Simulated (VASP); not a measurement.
# Ti (Cmcm) in VASP: notebook

The runs below take Ti through single point, with PBEsol.

All numbers are computed with VASP 6.6.1; they aren't measurements. Logs are shortened: lines on timing, memory, paths and dates and some standing lists are left out, and cuts for length are marked.

### Step 1. The cell of the first run

Symmetry: Cmcm, No. 63, orthorhombic system. The conventional cell has a = 2.915 Å, b = 4.999 Å, c = 4.591 Å, α = 90.00°, β = 90.00°, γ = 90.00°. Within 3.7 Å of Ti (site symmetry m2m) lie 12 Ti at 2.84 to 2.91 Å.

### Step 2. Single point, PBEsol (strain +0.0050 x Voigt [1, -1, 0, 0, 0, 0])

The input, INCAR:

```
PREC = Accurate ; ENCUT = 520
EDIFF = 1E-6 ; ISMEAR = 0
SIGMA = 0.15 ; LREAL = False
LASPH = True ; NELM = 60
ALGO = Fast ; ISIF = 2
LWAVE = False ; LCHARG = False
GGA = PS ; NBANDS = 19
```

The input, KPOINTS:

```
regular mesh
0
Gamma
  24 24 14
```

The input, POSCAR:

```
Ti
1.0
    2.9149373764      0.0000000000      0.0000000000
   -1.4574686882      2.4992913128      0.0000000000
    0.0000000000      0.0000000000      4.5909904469
Ti
2
Direct
    0.3333333333      0.6666666667      0.2500000000
    0.6666666667      0.3333333333      0.7500000000
```

Potentials or basis: VASP PAW PBE potentials, release 64 (Ti_sv).

Command:

```console
$ cat potpaw_PBE.64/Ti_sv/POTCAR > POTCAR
$ mpirun -np 1 vasp_std > vasp.out
```

OUTCAR:

```text
PREC = Accurate
   ENCUT = 520
   EDIFF = 1E-6
   ISMEAR = 0
   LREAL = False
   LASPH = True
   NELM = 60
   ISIF = 2
   GGA = PS

 ion  position               nearest neighbor table
   1  0.333  0.667  0.250-   2 2.84   2 2.84   2 2.84   2 2.84   2 2.84   2 2.84
   2  0.667  0.333  0.750-   1 2.84   1 2.84   1 2.84   1 2.84   1 2.84   1 2.84

  Warning from LATTYP: Monoclinic adjustment (A1->A3, A2->A1, A3->A2)!
  LATTYP: Found a base centered orthorhombic cell.
 ALAT       =     2.9149373764
 B/A-ratio  =     1.7148164712
 C/A-ratio  =     1.5749876769

  Lattice vectors:

 A1 = (   1.4574686882,  -2.4992913128,   0.0000000000)
 A2 = (   1.4574686882,   2.4992913128,   0.0000000000)
 A3 = (   0.0000000000,   0.0000000000,   4.5909904469)

Analysis of symmetry for initial positions (statically):
=====================================================================
 Subroutine PRICEL returns:
 Original cell was already a primitive cell.

 Routine SETGRP: Setting up the symmetry group for a
 base centered orthorhombic supercell.

 Subroutine GETGRP returns: Found  8 space group operations
 (whereof  4 operations were pure point group operations)
 out of a pool of  8 trial point group operations.

The static configuration has the point symmetry C_2h.
 The point group associated with its full space group is D_2h.

Analysis of symmetry for dynamics (positions and initial velocities):
=====================================================================
 Subroutine PRICEL returns:
 Original cell was already a primitive cell.

 Routine SETGRP: Setting up the symmetry group for a
 base centered orthorhombic supercell.

 Subroutine GETGRP returns: Found  8 space group operations
 (whereof  4 operations were pure point group operations)
 out of a pool of  8 trial point group operations.

The dynamic configuration has the point symmetry C_2h.
 The point group associated with its full space group is D_2h.

 Subroutine INISYM returns: Found  8 space group operations
 (whereof  4 operations are pure point group operations),
 and found     1 'primitive' translations

----------------------------------------------------------------------------------------

                                     Primitive cell

  volume of cell :      33.4466

  direct lattice vectors                    reciprocal lattice vectors
     2.914937376  0.000000000  0.000000000     0.343060543  0.200056711  0.000000000
    -1.457468688  2.499291313  0.000000000     0.000000000  0.400113422  0.000000000
     0.000000000  0.000000000  4.590990447     0.000000000  0.000000000  0.217817922

  length of vectors
     2.914937376  2.893211372  4.590990447     0.397131243  0.400113422  0.217817922

  position of ions in fractional coordinates (direct lattice)
     0.333333333  0.666666667  0.250000000
     0.666666667  0.333333333  0.750000000

  ion indices of the primitive-cell ions
   primitive index   ion index
                 1           1
                 2           2

----------------------------------------------------------------------------------------

 KPOINTS: regular mesh

Automatic generation of k-mesh.
 Grid dimensions read from file:
 generate k-points for:   24   24   14

 Generating k-lattice:

  Cartesian coordinates                     Fractional coordinates (reciprocal lattice)
     0.014294189  0.008335696  0.000000000     0.041666667 -0.000000000  0.000000000
     0.000000000  0.016671393  0.000000000     0.000000000  0.041666667  0.000000000
     0.000000000  0.000000000  0.015558423     0.000000000  0.000000000  0.071428571

  Length of vectors
     0.016547135  0.016671393  0.015558423

  Shift w.r.t. Gamma in fractional coordinates (k-lattice)
     0.000000000  0.000000000  0.000000000

 Subroutine IBZKPT returns following result:
 ===========================================

 Found   1256 irreducible k-points:

 Following reciprocal coordinates:
            Coordinates               Weight
  0.000000  0.000000  0.000000      1.000000
  0.041667  0.000000  0.000000      4.000000
  0.083333  0.000000  0.000000      4.000000
  0.125000  0.000000  0.000000      4.000000
  0.166667  0.000000  0.000000      4.000000
  0.208333  0.000000  0.000000      4.000000
[... 16 lines left out ...]
  0.375000  0.041667  0.000000      4.000000
  0.416667  0.041667  0.000000      4.000000
 [... further k-points ...]
   k-points           NKPTS =   1256   k-points in BZ     NKDIM =   1256   number of bands    NBANDS=     19
   number of dos      NEDOS =    301   number of ions     NIONS =      2
   total plane-waves  NPLWV =  20736
   dimension x,y,z NGX =    24 NGY =   24 NGZ =   36
   dimension x,y,z NGXF=    48 NGYF=   48 NGZF=   72
   ions per type =               2
   NGX,Y,Z   is equivalent  to a cutoff of  13.69, 13.79, 13.04 a.u.
   NGXF,Y,Z  is equivalent  to a cutoff of  27.38, 27.58, 26.07 a.u.
 SYSTEM =  unknown system
[... 42 lines left out ...]
 Gauss-broadening in eV      SIGMA  =   0.15
  energy-cutoff  :      520.00
  volume of cell :       33.45
 maximum number of plane-waves:       923
 NGX is ok and might be reduce to    24
   NGX = 11   NGY = 11   NGZ = 17

 number of electron      23.9999999 magnetization

 Free energy of the ion-electron system (eV)
  ---------------------------------------------------
  ext. energy  EPLUGINS =         0.00000000
  ---------------------------------------------------
  free energy    TOTEN  =       -16.68939217 eV

  energy without entropy =      -16.66642255  energy(sigma->0) =      -16.67790736

 E-fermi :   8.6122     XC(G=0): -11.8173

 val. band max:        8.6102383372   @ k =   0.0000   0.0833   0.2143
 cond. band min:       8.6128436674   @ k =   0.1250   0.0833   0.2857
 fundamental gap:      0.0026053301
 Fermi energy:         8.6121645594

 k-point     1 :       0.0000    0.0000    0.0000
  band No.  band energies     occupation
      1     -47.9515      2.00000
      2     -47.7885      2.00000
      3     -24.6896      2.00000
      4     -23.9634      2.00000
      5     -23.9537      2.00000
      6     -23.8767      2.00000
[... 11 lines left out ...]
     18      10.3114      0.00000
     19      11.9117      0.00000

 k-point     2 :       0.0417    0.0000    0.0000
  band No.  band energies     occupation
      1     -47.9495      2.00000
      2     -47.7877      2.00000
      3     -24.6852      2.00000
      4     -23.9712      2.00000
      5     -23.9579      2.00000
      6     -23.8785      2.00000
[... 11 lines left out ...]
     18      10.2793      0.00000
     19      11.9442      0.00000

 k-point     3 :       0.0833    0.0000    0.0000
  band No.  band energies     occupation
      1     -47.9435      2.00000
      2     -47.7854      2.00000
      3     -24.6723      2.00000
      4     -23.9968      2.00000
      5     -23.9675      2.00000
      6     -23.8841      2.00000
[... 11 lines left out ...]
     18      10.1949      0.00000
     19      11.9886      0.00000

 k-point     4 :       0.1250    0.0000    0.0000
  band No.  band energies     occupation
      1     -47.9339      2.00000
      2     -47.7818      2.00000
      3     -24.6512      2.00000
      4     -24.0388      2.00000
      5     -23.9813      2.00000
      6     -23.9265      2.00000
[... 11 lines left out ...]
     18      10.2493      0.00000
     19      12.0497      0.00000

 k-point     5 :       0.1667    0.0000    0.0000
  band No.  band energies     occupation
      1     -47.9212      2.00000
      2     -47.7773      2.00000
      3     -24.6227      2.00000
      4     -24.0941      2.00000
      5     -23.9988      2.00000
      6     -23.9819      2.00000
[... 11 lines left out ...]
     18      10.4553      0.00000
     19      12.1162      0.00000
[... 334 lines left out ...]
      2     -47.7613      2.00000
      3     -24.4799      2.00000
      4     -24.3326      2.00000
      5     -24.2143      2.00000
      6     -24.0693      2.00000
[... 11 lines left out ...]
     18      11.5489      0.00000
     19      12.2899      0.00000

 k-point    22 :       0.3333    0.0417    0.0000
  band No.  band energies     occupation
      1     -47.8452      2.00000
      2     -47.7590      2.00000
      3     -24.4358      2.00000
      4     -24.3932      2.00000
      5     -24.2672      2.00000
      6     -24.0883      2.00000
[... 11 lines left out ...]
     18      11.9011      0.00000
     19      12.3204      0.00000

 k-point    23 :       0.3750    0.0417    0.0000
  band No.  band energies     occupation
      1     -47.8307      2.00000
      2     -47.7582      2.00000
      3     -24.4426      2.00000
      4     -24.3947      2.00000
      5     -24.3097      2.00000
      6     -24.1036      2.00000
[... 11 lines left out ...]
     18      12.2823      0.00000
     19      12.3421      0.00000

 k-point    24 :       0.4167    0.0417    0.0000
  band No.  band energies     occupation
      1     -47.8196      2.00000
      2     -47.7586      2.00000
      3     -24.4774      2.00000
      4     -24.3611      2.00000
      5     -24.3393      2.00000
      6     -24.1144      2.00000
[... 11 lines left out ...]
     18      12.3558      0.00000
     19      12.7182      0.00000

 [... further k-points ...]
[... 5 lines left out ...]
  --------------------------------------------------------------------------------------
  -------------------------------------------------------------------------------------
  Total       -0.1909725      0.0817371     -0.0676455      0.0000000     -0.0000000      0.0000000
  in kB       -9.1480575      3.9154110     -3.2403900      0.0000000     -0.0000000      0.0000000
  external PRESSURE =      -2.8243455 kB  Pullay stress =       0.0000000 kB

 VOLUME and BASIS-vectors are now :
 -----------------------------------------------------------------------------
  energy-cutoff  :      520.00
  volume of cell :       33.45
      direct lattice vectors                 reciprocal lattice vectors
     2.914937376  0.000000000  0.000000000     0.343060543  0.200056711  0.000000000
    -1.457468688  2.499291313  0.000000000     0.000000000  0.400113422  0.000000000
     0.000000000  0.000000000  4.590990447     0.000000000  0.000000000  0.217817922

 POSITION                                       TOTAL-FORCE (eV/Angst)
 -----------------------------------------------------------------------------------
     -0.00000      1.66619      1.14775         0.000000     -0.027731      0.000000
      1.45747      0.83310      3.44324        -0.000000      0.027731      0.000000
 -----------------------------------------------------------------------------------
    total drift:                               -0.000000      0.000000     -0.000000

  FREE ENERGIE OF THE ION-ELECTRON SYSTEM (eV)
  ---------------------------------------------------
  free  energy   TOTEN  =       -16.6893921670 eV

  energy  without entropy=      -16.6664225491  energy(sigma->0) =      -16.67790736
```

Wall time 12 min (1 thread of Intel Xeon 6975P-C (Granite Rapids), shared host); peak memory 0.7 GiB.

Results:

```
Free energy            : -16.6894 eV
Pressure               : -0.3 GPa
Largest force          : 0.028 eV/Å
Band gap on the k mesh : zero (bands 12 and 13 overlap by 1.22 eV)
```

Forces on the atoms (eV/Å):
```
Ti   0.000 -0.028  0.000
Ti   0.000  0.028  0.000
```

Stress tensor (GPa, compression positive):
```
-0.91  0.00  0.00
 0.00  0.39  0.00
 0.00  0.00 -0.32
```

Caveat: the cell differs from its parent crystal (strain +0.0050 x Voigt [1, -1, 0, 0, 0, 0]); the PAW data sets were made with another functional, which shifts forces and pressure a little.

### Step 3. Single point, PBEsol (strain -0.0150 x Voigt [1, -1, 0, 0, 0, 0])

The input, INCAR:

```
PREC = Accurate
ENCUT = 520
EDIFF = 1E-7
ISMEAR = 0
SIGMA = 0.15
LREAL = False
LASPH = True
NELM = 80
ALGO = Fast
ISIF = 2
LWAVE = False
LCHARG = True
GGA = PS
LELF = True
LVHAR = True
NBANDS = 19
```

The input, KPOINTS:

```
Automatic mesh
0
Gamma
  24 24 14
```

The input, POSCAR:

```
Ti
1.0
    2.8569286724      0.0000000000      0.0000000000
   -1.4284643362      2.5495283241      0.0000000000
    0.0000000000      0.0000000000      4.5909904469
Ti
2
Direct
    0.3333333333      0.6666666667      0.2500000000
    0.6666666667      0.3333333333      0.7500000000
```

Potentials or basis: VASP PAW PBE potentials, release 64 (Ti_sv).

Command:

```console
$ cat potpaw_PBE.64/Ti_sv/POTCAR > POTCAR
$ mpirun -np 1 vasp_std > vasp.out
```

It took 17 min on 1 thread of Intel Xeon 6975P-C (Granite Rapids), shared host; peak memory 0.71 GiB.

Results (log left out):

* Free energy: -16.6815 eV
* Pressure: -0.2 GPa
* Largest force: 0.078 eV/Å
* Band gap on the k mesh: zero (bands 12 and 13 overlap by 1.27 eV)

Forces in eV/Å, atoms in the order of the input:
```
Ti   0.000  0.078  0.000
Ti   0.000 -0.078  0.000
```

Stress tensor (GPa, compression positive):
```
 1.82  0.00  0.00
 0.00 -2.16  0.00
 0.00  0.00 -0.33
```

Levels at points of the mesh, in eV from the Fermi level:
```
           k point  band 9  band 10  band 11  band 12  band 13  band 14  band 15  band 16
(0.00, 0.00, 0.00)   -6.29    -2.78     0.60     0.90     0.93     1.00     1.16     1.50
(0.50, 0.00, 0.00)   -2.38    -2.28    -1.95    -0.51     0.38     0.71     1.31     3.53
(0.00, 0.50, 0.00)   -2.42    -2.26    -1.94    -0.70     0.63     0.64     1.12     3.49
(0.00, 0.00, 0.50)   -4.38    -4.38     0.09     0.09     0.53     0.53     0.87     0.87
(0.50, 0.00, 0.50)   -2.64    -2.64    -0.85    -0.85     1.51     1.51     1.75     1.75
(0.00, 0.50, 0.50)   -2.67    -2.67    -0.87    -0.87     1.31     1.31     1.92     1.92
```

Caveat: the cell differs from its parent crystal (strain -0.0150 x Voigt [1, -1, 0, 0, 0, 0]); the PAW data sets were made with another functional, which shifts forces and pressure a little.

### Step 4. Single point, PBEsol (strain +0.0150 x Voigt [1, -1, 0, 0, 0, 0])

The input, INCAR:

```
SYSTEM = Ti
  ALGO = Fast
  EDIFF = 1E-6
  ENCUT = 520
  GGA = PS
  ISIF = 2
  ISMEAR = 0
  LASPH = .True.
  LCHARG = .False.
  LREAL = .False.
  LWAVE = .False.
  NBANDS = 19
  NELM = 80
  PREC = Accurate
  SIGMA = 0.15
```

The input, KPOINTS:

```
k-points
0
Gamma
  24 24 14
  0 0 0
```

The input, POSCAR:

```
Ti
1.0
    2.9439417284      0.0000000000      0.0000000000
   -1.4719708642      2.4741728071      0.0000000000
    0.0000000000      0.0000000000      4.5909904469
Ti
2
Direct
    0.3333333333      0.6666666667      0.2500000000
    0.6666666667      0.3333333333      0.7500000000
```

Command:

```console
$ cat potpaw_PBE.64/Ti_sv/POTCAR > POTCAR
$ mpirun -np 1 vasp_std > vasp.out
```

It took 53 min on 1 thread of Oxide Virtual Turin-like, shared host; peak memory 0.66 GiB.

The run converged. Its results:

```
Free energy            : -16.6840 eV
Pressure               : -0.2 GPa
Largest force          : 0.085 eV/Å
Band gap on the k mesh : zero (bands 12 and 13 overlap by 1.25 eV)
```

Forces on the atoms (eV/Å):
```
Ti   0.000 -0.085  0.000
Ti   0.000  0.085  0.000
```

Stress tensor (GPa, compression positive):
```
-2.10  0.00  0.00
 0.00  1.74  0.00
 0.00  0.00 -0.36
```

Levels at points of the mesh, in eV from the Fermi level:
```csv
k point,band 10,band 11,band 12,band 13,band 14,band 15
"(0.00, 0.00, 0.00)",-2.78,0.60,0.90,0.93,1.00,1.16
"(0.50, 0.00, 0.00)",-2.26,-1.95,-0.64,0.51,0.69,1.18
"(0.00, 0.50, 0.00)",-2.29,-1.94,-0.44,0.33,0.71,1.37
"(0.00, 0.00, 0.50)",-4.38,0.09,0.09,0.53,0.53,0.87
"(0.50, 0.00, 0.50)",-2.66,-0.86,-0.86,1.38,1.38,1.86
"(0.00, 0.50, 0.50)",-2.63,-0.84,-0.84,1.58,1.58,1.69
```

Caveat: the cell differs from its parent crystal (strain +0.0150 x Voigt [1, -1, 0, 0, 0, 0]); the PAW data sets were made with another functional, which shifts forces and pressure a little.

### Step 5. Single point, PBEsol (strain -0.0100 x Voigt [1, -1, 0, 0, 0, 0])

The input, INCAR:

```
SYSTEM = Ti
ALGO = Fast
EDIFF = 1E-6
ENCUT = 520
GGA = PS
ISIF = 2
ISMEAR = 0
LASPH = .True.
LCHARG = .False.
LREAL = .False.
LWAVE = .False.
NBANDS = 19
NELM = 80
PREC = Accurate
SIGMA = 0.15
```

KPOINTS is that of step 4.

The input, POSCAR:

```
Ti
1.0
    2.8714308484      0.0000000000      0.0000000000
   -1.4357154242      2.5369690712      0.0000000000
    0.0000000000      0.0000000000      4.5909904469
Ti
2
Direct
    0.3333333333      0.6666666667      0.2500000000
    0.6666666667      0.3333333333      0.7500000000
```

Command:

```console
$ cat potpaw_PBE.64/Ti_sv/POTCAR > POTCAR
$ mpirun -np 1 vasp_std > vasp.out
```

Wall time 52 min (1 thread of Oxide Virtual Turin-like, shared host); peak memory 0.66 GiB.

The run converged. Its results:

* Free energy: -16.6873 eV
* Pressure: -0.3 GPa
* Largest force: 0.053 eV/Å
* Band gap on the k mesh: zero (bands 12 and 13 overlap by 1.27 eV)

Forces in eV/Å, atoms in the order of the input:
```
Ti   0.000  0.053  0.000
Ti   0.000 -0.053  0.000
```

Stress tensor (GPa, compression positive):
```
 1.09  0.00  0.00
 0.00 -1.56  0.00
 0.00  0.00 -0.33
```

Levels at points of the mesh, in eV from the Fermi level:
```csv
k point,band 8,band 9,band 10,band 11,band 12,band 13,band 14,band 15,band 16,band 17
"(0.00, 0.00, 0.00)",-32.44,-6.30,-2.79,0.66,0.90,0.93,0.93,1.21,1.44,1.65
"(0.50, 0.00, 0.00)",-32.54,-2.39,-2.28,-1.95,-0.53,0.41,0.69,1.28,3.53,3.75
"(0.00, 0.50, 0.00)",-32.52,-2.42,-2.26,-1.95,-0.66,0.58,0.64,1.16,3.50,3.75
"(0.00, 0.00, 0.50)",-32.50,-4.38,-4.38,0.09,0.09,0.58,0.58,0.81,0.81,2.91
"(0.50, 0.00, 0.50)",-32.64,-2.65,-2.65,-0.85,-0.85,1.49,1.49,1.76,1.76,3.67
"(0.00, 0.50, 0.50)",-32.61,-2.67,-2.67,-0.87,-0.87,1.35,1.35,1.88,1.88,3.65
```

Caveat: the cell differs from its parent crystal (strain -0.0100 x Voigt [1, -1, 0, 0, 0, 0]); the PAW data sets were made with another functional, which shifts forces and pressure a little.

### Step 6. Summary

```tsv
cell	further INCAR settings	gap on the mesh (eV)	pressure (GPa)	largest force (eV/Å)
a = 2.915, b = 2.893, c = 4.591 Å, angles 90.0, 90.0, 120.2°, 2 atoms	ALGO = Fast; EDIFF = 1e-06; NBANDS = 19	none	-0.3	0.03
a = 2.857, b = 2.922, c = 4.591 Å, angles 90.0, 90.0, 119.3°, 2 atoms	ALGO = Fast; EDIFF = 1e-07; NBANDS = 19	none	-0.2	0.08
a = 2.944, b = 2.879, c = 4.591 Å, angles 90.0, 90.0, 120.7°, 2 atoms	ALGO = Fast; EDIFF = 1e-06; NBANDS = 19	none	-0.2	0.08
a = 2.871, b = 2.915, c = 4.591 Å, angles 90.0, 90.0, 119.5°, 2 atoms	ALGO = Fast; EDIFF = 1e-06; NBANDS = 19	none	-0.3	0.05
```

Alike in all rows: task single point; level PBEsol; potentials or basis VASP PAW PBE potentials, release 64 (Ti_sv); no spin polarisation; k mesh 24 × 24 × 14; cutoff (eV) 520; smearing gaussian 0.15 eV.

Caveats: the PAW data sets were made with another functional, which shifts forces and pressure a little.

Total energies depend on the potentials used, so only differences within one code and one set of settings carry meaning.
